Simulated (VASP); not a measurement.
# Nb3Si2O (P6_3/mmc) in VASP: relaxation of cell and atoms with PBE

Aim: the relaxation of cell and atoms of Nb3Si2O with PBE.

Everything below comes from runs of VASP 6.6.1. Logs are shortened: lines on timing, memory, paths and dates and some standing lists are left out, and cuts for length are marked.

## 1. The cell of the first run

Symmetry: P6_3/mmc, No. 194, hexagonal system. The conventional cell has a = 2.885 Å, b = 2.885 Å, c = 23.798 Å, α = 90.00°, β = 90.00°, γ = 120.00°. Nb (site symmetry 3m) has 3 O at 2.29 Å and 3 Si at 2.75 Å and 6 Nb at 2.88 Å within 3.0 Å. Within 3.6 Å of Nb (site symmetry -3m) lie 6 Si at 2.75 Å and 6 Nb at 2.88 Å. Si (site symmetry 3m) has 6 Nb at 2.75 Å and 6 Si at 2.88 Å within 3.6 Å. Within 3.0 Å of O (site symmetry -6m2) lie 6 Nb at 2.29 Å and 6 O at 2.88 Å.

## 2. Relaxation of cell and atoms, PBE

INCAR reads:

```
SYSTEM = Nb3Si2O
ALGO = Fast
EDIFF = 1E-6
EDIFFG = -0.01
ENCUT = 600
GGA = PE
IBRION = 2
ISIF = 3
ISMEAR = 0
LASPH = .TRUE.
LCHARG = .FALSE.
LREAL = .FALSE.
LWAVE = .FALSE.
NELM = 80
NSW = 100
PREC = Accurate
SIGMA = 0.1
```

KPOINTS reads:

```
k-points
0
G
  12 12 2
  0 0 0
```

POSCAR reads:

```
Nb3Si2O
1.0
    2.8846668141      0.0000000000      0.0000000000
   -1.4423334071      2.4981947425      0.0000000000
    0.0000000000      0.0000000000     23.7980784315
Nb Si O
6 4 2
Direct
    0.6666666667      0.3333333333      0.6841697382
    0.6666666667      0.3333333333      0.8158302618
    0.0000000000      0.0000000000      0.5000000000
    0.3333333333      0.6666666667      0.3158302618
    0.3333333333      0.6666666667      0.1841697382
    0.0000000000      0.0000000000      0.0000000000
    0.3333333333      0.6666666667      0.5922097966
    0.6666666667      0.3333333333      0.4077902034
    0.3333333333      0.6666666667      0.9077902034
    0.6666666667      0.3333333333      0.0922097966
    0.0000000000      0.0000000000      0.7500000000
    0.0000000000      0.0000000000      0.2500000000
```

Potentials or basis: VASP PAW PBE potentials, release 64 (Nb_sv, Si, O).

On the command line:

```console
> cat potpaw_PBE.64/Nb_sv/POTCAR potpaw_PBE.64/Si/POTCAR potpaw_PBE.64/O/POTCAR > POTCAR
> mpirun -np 1 vasp_std > vasp.out
```

OUTCAR:

```text
SYSTEM = Nb3Si2O
   EDIFF = 1E-6
   EDIFFG = -0.01
   ENCUT = 600
   GGA = PE
   IBRION = 2
   ISIF = 3
   ISMEAR = 0
   LASPH = .TRUE.
   LREAL = .FALSE.
   NELM = 80
   NSW = 100
   PREC = Accurate

 ion  position               nearest neighbor table
   1  0.667  0.333  0.684-  11 2.29  11 2.29  11 2.29   7 2.75   7 2.75   7 2.75
   2  0.667  0.333  0.816-  11 2.29  11 2.29  11 2.29   9 2.75   9 2.75   9 2.75
   3  0.000  0.000  0.500-   7 2.75   8 2.75   8 2.75   7 2.75   8 2.75   7 2.75
   4  0.333  0.667  0.316-  12 2.29  12 2.29  12 2.29   8 2.75   8 2.75   8 2.75
   5  0.333  0.667  0.184-  12 2.29  12 2.29  12 2.29  10 2.75  10 2.75  10 2.75
   6  0.000  0.000  0.000-   9 2.75  10 2.75  10 2.75   9 2.75  10 2.75   9 2.75
   7  0.333  0.667  0.592-   1 2.75   1 2.75   1 2.75   3 2.75   3 2.75   3 2.75
   8  0.667  0.333  0.408-   4 2.75   4 2.75   4 2.75   3 2.75   3 2.75   3 2.75
   9  0.333  0.667  0.908-   2 2.75   2 2.75   2 2.75   6 2.75   6 2.75   6 2.75
  10  0.667  0.333  0.092-   5 2.75   5 2.75   5 2.75   6 2.75   6 2.75   6 2.75
  11  0.000  0.000  0.750-   1 2.29   2 2.29   1 2.29   2 2.29   1 2.29   2 2.29
  12  0.000  0.000  0.250-   4 2.29   5 2.29   4 2.29   5 2.29   4 2.29   5 2.29

  LATTYP: Found a hexagonal cell.
 ALAT       =     2.8846668141
 C/A-ratio  =     8.2498534372

  Lattice vectors:

 A1 = (   2.8846668141,   0.0000000000,   0.0000000000)
 A2 = (  -1.4423334071,   2.4981947425,   0.0000000000)
 A3 = (   0.0000000000,   0.0000000000,  23.7980784315)

Analysis of symmetry for initial positions (statically):
=====================================================================
 Subroutine PRICEL returns:
 Original cell was already a primitive cell.

 Routine SETGRP: Setting up the symmetry group for a
 hexagonal supercell.

 Subroutine GETGRP returns: Found 24 space group operations
 (whereof 12 operations were pure point group operations)
 out of a pool of 24 trial point group operations.

The static configuration has the point symmetry D_3d.
 The point group associated with its full space group is D_6h.

Analysis of symmetry for dynamics (positions and initial velocities):
=====================================================================
 Subroutine PRICEL returns:
 Original cell was already a primitive cell.

 Routine SETGRP: Setting up the symmetry group for a
 hexagonal supercell.

 Subroutine GETGRP returns: Found 24 space group operations
 (whereof 12 operations were pure point group operations)
 out of a pool of 24 trial point group operations.

The dynamic configuration has the point symmetry D_3d.
 The point group associated with its full space group is D_6h.

 Subroutine INISYM returns: Found 24 space group operations
 (whereof 12 operations are pure point group operations),
 and found     1 'primitive' translations

----------------------------------------------------------------------------------------

                                     Primitive cell

  volume of cell :     171.4999

  direct lattice vectors                    reciprocal lattice vectors
     2.884666814  0.000000000  0.000000000     0.346660486  0.200144525  0.000000000
    -1.442333407  2.498194742  0.000000000     0.000000000  0.400289050  0.000000000
     0.000000000  0.000000000 23.798078431     0.000000000  0.000000000  0.042020199

  length of vectors
     2.884666814  2.884666814 23.798078431     0.400289050  0.400289050  0.042020199

  position of ions in fractional coordinates (direct lattice)
     0.666666667  0.333333333  0.684169738
     0.666666667  0.333333333  0.815830262
     0.000000000  0.000000000  0.500000000
     0.333333333  0.666666667  0.315830262
     0.333333333  0.666666667  0.184169738
     0.000000000  0.000000000  0.000000000
     0.333333333  0.666666667  0.592209797
     0.666666667  0.333333333  0.407790203
     0.333333333  0.666666667  0.907790203
     0.666666667  0.333333333  0.092209797
     0.000000000  0.000000000  0.750000000
     0.000000000  0.000000000  0.250000000

  ion indices of the primitive-cell ions
   primitive index   ion index
                 1           1
                 2           2
                 3           3
                 4           4
                 5           5
                 6           6
                 7           7
                 8           8
                 9           9
                10          10
                11          11
                12          12

----------------------------------------------------------------------------------------

 KPOINTS: k-points

Automatic generation of k-mesh.
 Grid dimensions read from file:
 generate k-points for:   12   12    2

 Generating k-lattice:

  Cartesian coordinates                     Fractional coordinates (reciprocal lattice)
     0.028888374  0.016678710  0.000000000     0.083333333  0.000000000  0.000000000
     0.000000000  0.033357421  0.000000000     0.000000000  0.083333333  0.000000000
     0.000000000  0.000000000  0.021010100     0.000000000  0.000000000  0.500000000

  Length of vectors
     0.033357421  0.033357421  0.021010100

  Shift w.r.t. Gamma in fractional coordinates (k-lattice)
     0.000000000  0.000000000  0.000000000

 Subroutine IBZKPT returns following result:
 ===========================================

 Found     38 irreducible k-points:

 Following reciprocal coordinates:
            Coordinates               Weight
  0.000000  0.000000  0.000000      1.000000
  0.083333  0.000000  0.000000      6.000000
  0.166667  0.000000  0.000000      6.000000
  0.250000 -0.000000  0.000000      6.000000
  0.333333 -0.000000  0.000000      6.000000
  0.416667 -0.000000  0.000000      6.000000
[... 16 lines left out ...]
  0.250000 -0.000000  0.500000      6.000000
  0.333333 -0.000000  0.500000      6.000000
 [... further k-points ...]
   k-points           NKPTS =     38   k-points in BZ     NKDIM =     38   number of bands    NBANDS=     63
   number of dos      NEDOS =    301   number of ions     NIONS =     12
   total plane-waves  NPLWV = 110592
   dimension x,y,z NGX =    24 NGY =   24 NGZ =  192
   dimension x,y,z NGXF=    48 NGYF=   48 NGZF=  384
   ions per type =               6   4   2
   NGX,Y,Z   is equivalent  to a cutoff of  13.83, 13.83, 13.41 a.u.
   NGXF,Y,Z  is equivalent  to a cutoff of  27.66, 27.66, 26.83 a.u.
 SYSTEM =  Nb3Si2O
   PREC   = accura    normal or accurate (medium, high low for compatibility)
   ISTART =      0    job   : 0-new  1-cont  2-samecut
   ICHARG =      2    charge: 1-file 2-atom 10-const
   ISPIN  =      1    spin polarized calculation?
   LNONCOLLINEAR =      F non collinear calculations
   LSORBIT =      F    spin-orbit coupling
   LASPH  =      T    aspherical Exc in radial PAW
   ENCUT  =  600.0 eV  44.10 Ry    6.64 a.u.   5.76  5.76 47.53*2*pi/ulx,y,z
   NELM   =     80;   NELMIN=  2; NELMDL= -5     # of ELM steps
   EDIFF  = 0.1E-05   stopping-criterion for ELM
   LREAL  =      F    real-space projection
   EDIFFG = -.1E-01   stopping-criterion for IOM
   NSW    =    100    number of steps for IOM
   IBRION =      2    ionic relax: 0-MD 1-quasi-New 2-CG
   NFREE  =      1    steps in history (QN), initial steepest desc. (CG)
   ISIF   =      3    stress and relaxation
   ISYM   =      2    0-nonsym 1-usesym 2-fastsym
   POTIM  = 0.5000    time-step for ionic-motion
   TEBEG  =    0.0;   TEEND  =   0.0 temperature during run
   PSTRESS=    0.0 pullay stress
   NELECT =     106.0000    total number of electrons
   NUPDOWN=      -1.0000    fix difference up-down
   EMIN   =  10.00;   EMAX   =-10.00  energy-range for DOS
   EFERMI =   0.00;   METHOD = LEGACY
   ISMEAR =     0;   SIGMA  =   0.10  broadening in eV -4-tet -1-fermi 0-gaus
   EFERMI_NEDOS =   21; number of points for ismear=-14 and -15
   IALGO  =     68    algorithm
   IMIX   =      4    mixing-type and parameters
     AMIX     =   0.40;   BMIX     =  1.00
     AMIX_MAG =   1.60;   BMIX_MAG =  1.00
  volume/ion in A,a.u.               =      14.29        96.44
  Fermi-wavevector in a.u.,A,eV,Ry     =   1.394512  2.635245 26.458746  1.944663
  Thomas-Fermi vector in A             =   2.518054
   LORBIT       =      0    0 simple, 1 ext, 2 COOP (PROOUT), +10 PAW based schemes
   GGA     = PE    functional components
   LHFCALC =     F    Hartree Fock is set to
   AEXX    =    0.0000 exact exchange contribution
   IVDW    =     0    specifies the selected vdW correction
   LEPSILON=     F    determine dielectric tensor
   LRPA    =     F    only Hartree local field effects (RPA)
 conjugate gradient relaxation of ions
 non-spin polarized calculation
 RMM-DIIS sequential band-by-band and
 Gauss-broadening in eV      SIGMA  =   0.10
  energy-cutoff  :      600.00
  volume of cell :      171.50
 maximum number of plane-waves:      5768
 NGX is ok and might be reduce to    24
   NGX = 11   NGY = 11   NGZ = 95

--------------------------------------- Ionic step        1  -------------------------------------------

 number of electron     105.9999992 magnetization

 Free energy of the ion-electron system (eV)
  ---------------------------------------------------
  ext. energy  EPLUGINS =         0.00000000
  ---------------------------------------------------
  free energy    TOTEN  =      -100.85849948 eV

  energy without entropy =     -100.82849263  energy(sigma->0) =     -100.84349605

------------------------ aborting loop because EDIFF is reached ----------------------------------------

  FORCE on cell =-STRESS in cart. coord.  units (eV):
  Direction    XX          YY          ZZ          XY          YZ          ZX
  --------------------------------------------------------------------------------------
  -------------------------------------------------------------------------------------
  Total       -0.6297105     -0.6297105      1.4975168      0.0000000      0.0000000     -0.0000000
  in kB       -5.8828486     -5.8828486     13.9900231      0.0000000      0.0000000     -0.0000000
  external PRESSURE =       0.7414420 kB  Pullay stress =       0.0000000 kB
[... 261 lines left out ...]
  energy  without entropy=     -100.9029914835  energy(sigma->0) =     -100.91847555

--------------------------------------- Ionic step        7  -------------------------------------------

 number of electron     105.9999993 magnetization

 Free energy of the ion-electron system (eV)
  ---------------------------------------------------
  ext. energy  EPLUGINS =         0.00000000
  ---------------------------------------------------
  free energy    TOTEN  =      -100.93433905 eV

  energy without entropy =     -100.90339839  energy(sigma->0) =     -100.91886872

 E-fermi :  11.6005     XC(G=0): -12.2664

 val. band max:       11.5988309971   @ k =   0.3333   0.3333   0.0000
 cond. band min:      11.6203600060   @ k =   0.0833   0.0000   0.0000
 fundamental gap:      0.0215290089
 Fermi energy:        11.6004904996

 k-point     1 :       0.0000    0.0000    0.0000
  band No.  band energies     occupation
      1     -43.7857      2.00000
      2     -43.7857      2.00000
      3     -43.7614      2.00000
      4     -43.7614      2.00000
      5     -43.1013      2.00000
      6     -43.1013      2.00000
[... 1573 lines left out ...]
     62      13.6626      0.00000
     63      14.3234      0.00000

 [... further k-points ...]

------------------------ aborting loop because EDIFF is reached ----------------------------------------

  FORCE on cell =-STRESS in cart. coord.  units (eV):
  Direction    XX          YY          ZZ          XY          YZ          ZX
  --------------------------------------------------------------------------------------
  -------------------------------------------------------------------------------------
  Total       -0.0278485     -0.0278485     -0.0015240      0.0000000      0.0000000     -0.0000000
  in kB       -0.2599952     -0.2599952     -0.0142278      0.0000000      0.0000000     -0.0000000
  external PRESSURE =      -0.1780728 kB  Pullay stress =       0.0000000 kB
[... 27 lines left out ...]
  FREE ENERGIE OF THE ION-ELECTRON SYSTEM (eV)
  ---------------------------------------------------
  free  energy   TOTEN  =      -100.9343390516 eV

  energy  without entropy=     -100.9033983888  energy(sigma->0) =     -100.91886872

 reached required accuracy - stopping structural energy minimisation
```

It took 2.2 h on 1 thread of Oxide Virtual Turin-like, shared host; peak memory 0.58 GiB.

Results:

| Quantity | Value |
| --- | --- |
| Free energy | -100.9343 eV |
| Relaxed volume | 14.30 Å³/atom |
| Relaxed cell | a = 2.878 Å, b = 2.878 Å, c = 23.923 Å, α = 90.00°, β = 90.00°, γ = 120.00° |
| Space group after relaxing (to 0.1 Å) | P6_3/mmc (No. 194) |
| Energy gained by relaxing | 6.3 meV/atom |
| Ionic steps | 7 |
| Pressure after relaxing | 0.0 GPa |
| Largest force after relaxing | 0.003 eV/Å |
| Band gap on the k mesh | zero (bands 53 and 54 overlap by 1.40 eV) |

Forces in eV/Å, atoms in the order of the input:
```
Nb   0.000  0.000  0.003
Nb   0.000  0.000 -0.003
Nb   0.000  0.000  0.000
Nb   0.000  0.000 -0.003
Nb   0.000  0.000  0.003
Nb   0.000  0.000  0.000
Si   0.000  0.000  0.002
Si   0.000  0.000 -0.002
Si   0.000  0.000 -0.002
Si   0.000  0.000  0.002
O    0.000  0.000  0.000
O    0.000  0.000  0.000
```

The path:
| step | energy change (eV) | largest force (eV/Å) | pressure (GPa) | volume (Å³) |
| --- | --- | --- | --- | --- |
| 1 | 0.0000 | 0.1987 | 0.07 | 171.50 |
| 2 | -0.0107 | 0.0992 | -0.07 | 171.66 |
| 3 | -0.0355 | 0.1044 | -0.13 | 171.66 |
| 4 | -0.0373 | 0.0488 | 0.21 | 171.39 |
| 5 | -0.0754 | 0.0285 | 0.33 | 171.30 |
| 6 | -0.0755 | 0.0216 | -0.32 | 171.90 |
| 7 | -0.0758 | 0.0033 | -0.02 | 171.61 |

Final structure:
```
Nb Si O
1.0
     2.87808    0.00000    0.00000
    -1.43904    2.49249    0.00000
     0.00000    0.00000   23.92271
Nb Si O
6 4 2
Direct
  0.66667 0.33333 0.68473
  0.66667 0.33333 0.81527
  0.00000 0.00000 0.50000
  0.33333 0.66667 0.31527
  0.33333 0.66667 0.18473
  0.00000 0.00000 0.00000
  0.33333 0.66667 0.59279
  0.66667 0.33333 0.40721
  0.33333 0.66667 0.90721
  0.66667 0.33333 0.09279
  0.00000 0.00000 0.75000
  0.00000 0.00000 0.25000
```

Levels at points of the mesh, in eV from the Fermi level:
```
           k point  band 50  band 51  band 52  band 53  band 54  band 55
(0.00, 0.00, 0.00)    -0.30     0.24     0.24     0.24     0.24     0.33
(0.50, 0.00, 0.00)    -1.52    -0.36    -0.34     0.71     0.88     1.13
(0.00, 0.00, 0.50)    -0.30     0.24     0.24     0.24     0.24     0.33
(0.50, 0.00, 0.50)    -1.66    -0.35    -0.35     0.77     0.77     1.31
```

The gap in the log of VASP goes by the Fermi energy; the results here count the filled bands.